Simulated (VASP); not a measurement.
A run of VASP 6.6.1:

The input INCAR:

```
SYSTEM = TaN
  PREC = Accurate
  ENCUT = 520
  EDIFF = 1E-6
  ISMEAR = 0
  SIGMA = 0.15
  LREAL = .FALSE.
  LASPH = .TRUE.
  NELM = 100
  ALGO = Normal
  ISIF = 2
  LWAVE = .FALSE.
  LCHARG = .FALSE.
  NBANDS = 15
```

KPOINTS

```
Automatic mesh
0
G
  18 18 18
  0 0 0
```

File POSCAR:

```
TaN
1.0
    0.0000000000      2.2281815418      2.2281815418
    2.2281815418      0.0000000000      2.2281815418
    2.2281815418      2.2281815418      0.0000000000
Ta N
1 1
Direct
    0.4978278253      0.5021721747      0.5021721747
    0.0280609990     -0.0280609990     -0.0280609990
```

Potentials or basis: VASP PAW LDA potentials, release 64 (Ta_pv, N).

Launch:

```console
$ cat potpaw_LDA.64/Ta_pv/POTCAR potpaw_LDA.64/N/POTCAR > POTCAR
$ mpirun -np 1 vasp_std > vasp.out
```

Hardware: 1 thread of Intel Xeon 8259CL (shared host).

Estimate the wall time of this run.

Run time: 120 s on 1 thread of Intel Xeon 8259CL, on a shared host, peak memory 0.27 GiB. Counts: scf iterations 12, k points 480.
